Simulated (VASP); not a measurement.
Wanted: the native input for a VASP 6.6.1 run.

* Task: single point
* Functional: PBE0
* Potentials or basis: VASP PAW PBE potentials, release 64 (Au)
* Cutoff: 520 eV
* k mesh: 4 × 4 × 4
* Occupations: fermi-dirac, width 0.05 eV
* Spin: non-collinear spin, zero start, spin-orbit coupling
* Starting moments: [[0.0, 0.0, 0.0]] μB
* Dipole correction: no
* Grid for exact exchange (PRECFOCK): Normal
* Further INCAR settings: ALGO = Normal; EDIFF = 1e-06; NBANDS = 22
* Share of exact exchange: 0.25

Au:

```
CELL_PARAMETERS angstrom
2.74841 0.00000 0.00000
0.00000 2.74841 0.00000
0.00000 0.00000 2.74841
ATOMIC_POSITIONS crystal
Au 0.50000 0.50000 0.50000
```

This isn't the form of Au at room conditions, which is fcc.

These files were run (other wordings do the same):

POSCAR

```
Au
1.0
    2.7484100000      0.0000000000      0.0000000000
    0.0000000000      2.7484100000      0.0000000000
    0.0000000000      0.0000000000      2.7484100000
Au
1
Direct
    0.5000000000      0.5000000000      0.5000000000
```

INCAR.step1

```
SYSTEM = Au
ALGO     = Normal         ! electronic algorithm
EDIFF    = 1E-5           ! SCF threshold, eV
ENCUT    = 520            ! plane-wave cutoff, eV
GGA      = PE             ! functional
GGA_COMPAT= .FALSE.      
ISIF     = 2              ! what is computed and relaxed
ISMEAR   = -1             ! smearing method
LASPH    = .TRUE.         ! aspherical terms in the spheres
LCHARG   = .FALSE.        ! write CHGCAR
LMAXMIX  = 4              ! l up to which the mixer works
LORBIT   = 11             ! projections on sites
LORBMOM  = .TRUE.       
LREAL    = .FALSE.        ! projectors in reciprocal space
LSORBIT  = .TRUE.         ! spin-orbit coupling
LWAVE    = .TRUE.         ! write WAVECAR
MAGMOM   = 0 0 0          ! initial moments
NBANDS   = 22             ! bands
NELM     = 150            ! most SCF steps
PREC     = Accurate       ! precision mode
SIGMA    = 0.05           ! smearing width, eV
```

INCAR.step2

```
SYSTEM = Au
AEXX     = 0.25           ! exact-exchange fraction
ALGO     = Normal         ! electronic algorithm
EDIFF    = 1E-6           ! SCF threshold, eV
ENCUT    = 520            ! plane-wave cutoff, eV
GGA      = PE             ! functional
GGA_COMPAT= .FALSE.      
ISIF     = 2              ! what is computed and relaxed
ISMEAR   = -1             ! smearing method
ISTART   = 1            
LASPH    = .TRUE.         ! aspherical terms in the spheres
LCHARG   = .FALSE.        ! write CHGCAR
LHFCALC  = .TRUE.         ! exact exchange
LMAXMIX  = 4              ! l up to which the mixer works
LORBIT   = 11             ! projections on sites
LORBMOM  = .TRUE.       
LREAL    = .FALSE.        ! projectors in reciprocal space
LSORBIT  = .TRUE.         ! spin-orbit coupling
LWAVE    = .FALSE.        ! write WAVECAR
MAGMOM   = 0 0 0          ! initial moments
NBANDS   = 22             ! bands
NELM     = 150            ! most SCF steps
PREC     = Accurate       ! precision mode
PRECFOCK = Normal       
SIGMA    = 0.05           ! smearing width, eV
```

KPOINTS

```
k-points
0
G
  4 4 4
  0 0 0
```

Potentials or basis: VASP PAW PBE potentials, release 64 (Au).

Launch:

```bash
$ cat potpaw_PBE.64/Au/POTCAR > POTCAR
$ cp INCAR.step1 INCAR
$ mpirun -np 1 vasp_ncl > vasp.out
$ cp INCAR.step2 INCAR
$ mpirun -np 1 vasp_ncl > vasp.out
```

Results of the run:

| Item | Value |
| --- | --- |
| Pressure | -6.8 GPa |
| Net moment | 0.00 μB per cell |
| Valence electrons inside the program's atomic spheres | Au 9.66 |

Caveat: the k points lie up to 0.57 Å⁻¹ apart; the PAW data sets were made with another functional, which shifts forces and pressure a little.

Run time: 10 min on 1 thread of Intel Xeon 8259CL, on a shared host, peak memory 0.18 GiB.
